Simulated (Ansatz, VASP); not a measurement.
Si4Ge in VASP and in Ansatz

```
Si Ge
1.0
    -2.86197    2.86197    2.86197
     2.86197   -2.86197    2.86197
     2.86197    2.86197   -2.86197
Si Ge
4 1
Direct
  0.00000 0.00000 0.50000
  0.00000 0.50000 0.00000
  0.50000 0.00000 0.00000
  0.50000 0.50000 0.50000
  0.00000 0.00000 0.00000
```

Change from the starting cell: species swapped into the CrGa4 type (Im-3m, No. 229).

Alike in both runs: functional PBE; k mesh 4 × 4 × 4; occupations gaussian, width 0.1 eV; no spin polarisation.

Ansatz relaxed the structure, and its values are those at the end. VASP's run is a single point on that final structure, the one shown.

```csv
,VASP,Ansatz
version,VASP 6.6.1,Ansatz 0.2.0
potentials or method,"VASP PAW PBE potentials, release 64 (Si, Ge_d), cutoff 520 eV","scalar-relativistic, plane waves, PAW"
valence electrons in the cell,30,30
```

Ansatz gave:

| Property | Result |
| --- | --- |
| gap on the k mesh at the Fermi level (eV) | none |
| pressure (GPa) | 0.2 |

Q: Which values does VASP return?

A: gap on the k mesh at the Fermi level (eV): none; pressure (GPa): 0.1.

A gap of «none» marks a metal or a gap that the smearing closes.

The k mesh is coarse, so the values compare programs but aren't converged.
